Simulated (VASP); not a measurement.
Here is a VASP 6.6.1 calculation.

Contents of POSCAR:

```
Os2C3
1.0
    3.2903496492      0.0000000000      0.0000000000
   -1.6451748246      2.8495263836      0.0000000000
    0.0000000000      0.0000000000      5.5440585609
Os C
2 3
Direct
    0.3333333333      0.6666666667      0.2620830464
    0.6666666667      0.3333333333      0.7379169536
    0.0000000000      0.0000000000      0.0000000000
    0.3333333333      0.6666666667      0.6353557504
    0.6666666667      0.3333333333      0.3646442496
```

INCAR.step1

```
PREC = Accurate
ENCUT = 660
ISMEAR = 0
SIGMA = 0.1
LREAL = F
LASPH = T
NELM = 120
NBANDS = 30
GGA = PE
ALGO = Normal
EDIFF = 1E-5
LWAVE = T
LCHARG = F
GGA_COMPAT = F
```

The input INCAR.step2:

```
PREC = Accurate
ENCUT = 660
EDIFF = 1E-6
ISMEAR = 0
SIGMA = 0.1
LREAL = F
LASPH = T
NELM = 120
ALGO = Normal
ISIF = 2
LWAVE = F
LCHARG = T
METAGGA = R2SCAN
LMIXTAU = T
LELF = T
LVHAR = T
NBANDS = 30
ISTART = 1
GGA_COMPAT = F
```

File KPOINTS:

```
Automatic mesh
0
Gamma
  6 6 4
```

Potentials or basis: VASP PAW PBE potentials, release 64 (Os_sv_GW, C).

Command:

```sh
$ cat potpaw_PBE.64/Os_sv_GW/POTCAR potpaw_PBE.64/C/POTCAR > POTCAR
$ cp INCAR.step1 INCAR
$ mpirun -np 1 vasp_std > vasp.out
$ cp INCAR.step2 INCAR
$ mpirun -np 1 vasp_std > vasp.out
```

Problem. Predict the pressure.

Solution. 0.0 GPa.

Problem. Estimate the band gap on the k mesh.

Solution. Zero (bands 22 and 23 overlap by 1.03 eV).

Problem. What does it give for the largest force?

Solution. 0.041 eV/Å.

Stress tensor (GPa, compression positive):
```
 0.20  0.00  0.00
 0.00  0.20  0.00
 0.00  0.00 -0.44
```

Caveat: the k points lie up to 0.37 Å⁻¹ apart, too coarse for converged energies and pressures of a metal; the PAW data sets were made with another functional, which shifts forces and pressure a little; spin-orbit coupling is left out, which moves the levels of the heavy elements.
